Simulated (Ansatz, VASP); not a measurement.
One calculation of Ir, two programs

INCAR

```
PREC = Accurate ; ENCUT = 520
EDIFF = 1E-6 ; ISMEAR = -1
SIGMA = 0.1 ; LREAL = F
LASPH = T ; NELM = 60
ALGO = Normal ; ISIF = 2
LWAVE = F ; LCHARG = F
NBANDS = 16
```

KPOINTS

```
regular mesh
0
Gamma
  15 15 8
```

The input POSCAR:

```
Ir
1.0
    2.6687347388      0.0000000000      0.0000000000
   -1.3343673694      2.3111920797      0.0000000000
    0.0000000000      0.0000000000      4.3317088729
Ir
2
Direct
    0.3333333333      0.6666666667      0.2500000000
    0.6666666667      0.3333333333      0.7500000000
```

Input for Ansatz:

```yaml
crystal:
  lattice:
    - [2.6687347388, 0.0, 0.0]
    - [-1.3343673694, 2.3111920797, 0.0]
    - [0.0, 0.0, 4.3317088729]
  atoms:
    - { symbol: Ir, position: [0.3333333333, 0.6666666667, 0.25] }
    - { symbol: Ir, position: [0.6666666667, 0.3333333333, 0.75] }
hamiltonian:
  xc: lda
  pseudopotentials:
    kind: paw
    azcp:
      Ir: "pseudopotentials/Ir.paw.azcp"
basis:
  ecutwfc: 420
  fft_grid_basis: typed
kpoints:
  mp_grid: { grid: [15, 15, 8], shift: [0, 0, 0] }
magnetization:
  spin_polarized: false
scf:
  occupations: { method: fermi_dirac, width: 0.1 }
  lower_state_search: "off"
output:
  stress: true
  write_density: true
  write_potential: true
  elf: true
  volumetric_format: npy
```

Alike in both runs: task single point; functional LDA; k mesh 15 × 15 × 8; occupations fermi-dirac, width 0.1 eV; no spin polarisation.

```csv
,VASP,Ansatz
version,VASP 6.6.1,Ansatz 0.2.0
potentials or method,"VASP PAW LDA potentials, release 64 (Ir), cutoff 520 eV","plane waves (420 eV) with PAW, scalar-relativistic"
valence electrons in the cell,18,34
```

```csv
,VASP,Ansatz,Ansatz less VASP
pressure (GPa),21.0,17.9,-3.11
```

Ansatz warns that its potentials were made for another functional, while VASP's fit it. LDA's correlation is that of Perdew and Zunger in VASP and of Perdew and Wang (1992) in Ansatz. VASP's potentials hold 18 valence electrons a cell and Ansatz's 34, so a difference there can come from the potentials and not from the codes.

Neither program's run includes spin-orbit coupling.
